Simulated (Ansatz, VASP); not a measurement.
ScMo: VASP beside Ansatz

INCAR

```
SYSTEM = ScMo
PREC     = Accurate       ! precision mode
ENCUT    = 520            ! plane-wave cutoff, eV
EDIFF    = 1E-6           ! SCF threshold, eV
ISMEAR   = 0              ! smearing method
SIGMA    = 0.1            ! smearing width, eV
LREAL    = .False.        ! projectors in reciprocal space
LASPH    = .True.         ! aspherical terms in the spheres
NELM     = 100            ! most SCF steps
ALGO     = Normal         ! electronic algorithm
ISIF     = 2              ! what is computed and relaxed
LWAVE    = .False.        ! write WAVECAR
LCHARG   = .True.         ! write CHGCAR
GGA      = PS             ! functional
LELF     = .True.         ! ELF
LVHAR    = .True.       
NBANDS   = 20             ! bands
```

File KPOINTS:

```
Automatic mesh
0
Gamma
  15 15 8
  0 0 0
```

The input POSCAR:

```
ScMo
1.0
    3.0570862570      0.0000000000      0.0000000000
   -1.5285431285      2.6475143601      0.0000000000
    0.0000000000      0.0000000000      5.1327505293
Sc Mo
1 1
Direct
    0.0000000000      0.0000000000      0.0000000000
    0.3333333300      0.6666666700      0.5000000000
```

Input for Ansatz:

```yaml
crystal:
  lattice:
    - [3.057086257, 0.0, 0.0]
    - [-1.5285431285, 2.6475143601, 0.0]
    - [0.0, 0.0, 5.1327505293]
  atoms:
    - { symbol: Sc, position: [0.0, 0.0, 0.0] }
    - { symbol: Mo, position: [0.33333333, 0.66666667, 0.5] }
basis:
  ecutwfc: 420
kpoints:
  mp_grid: { grid: [15, 15, 8] }
hamiltonian:
  xc: pbesol
scf:
  occupations: { method: gaussian, width: 0.1 }
output:
  forces: true
  stress: true
  eigenvalues: true
```

Alike in both runs: task single point; functional PBEsol; k mesh 15 × 15 × 8; occupations gaussian, width 0.1 eV; no spin polarisation.

|  | VASP | Ansatz |
| --- | --- | --- |
| version | VASP 6.6.1 | Ansatz 0.2.0 |
| potentials or method | VASP PAW PBE potentials, release 64 (Sc_sv, Mo_sv), cutoff 520 eV | scalar-relativistic, plane waves, PAW |
| valence electrons in the cell | 25 | 25 |

VASP gave:

- gap on the k mesh at the Fermi level (eV): none
- pressure (GPa): -15.2
- traceless stress, the component that is largest in VASP (GPa): -1.47

Problem. What did Ansatz give for the same quantities?

Solution. gap on the k mesh at the Fermi level (eV): none; pressure (GPa): -15.3; traceless stress, the component that is largest in VASP (GPa): -1.51.

VASP's potentials were made for PBE, not for PBEsol. A gap of «none» marks a metal or a gap that the smearing closes. With one functional, cell and mesh, what is left measures potentials, basis and numerics.
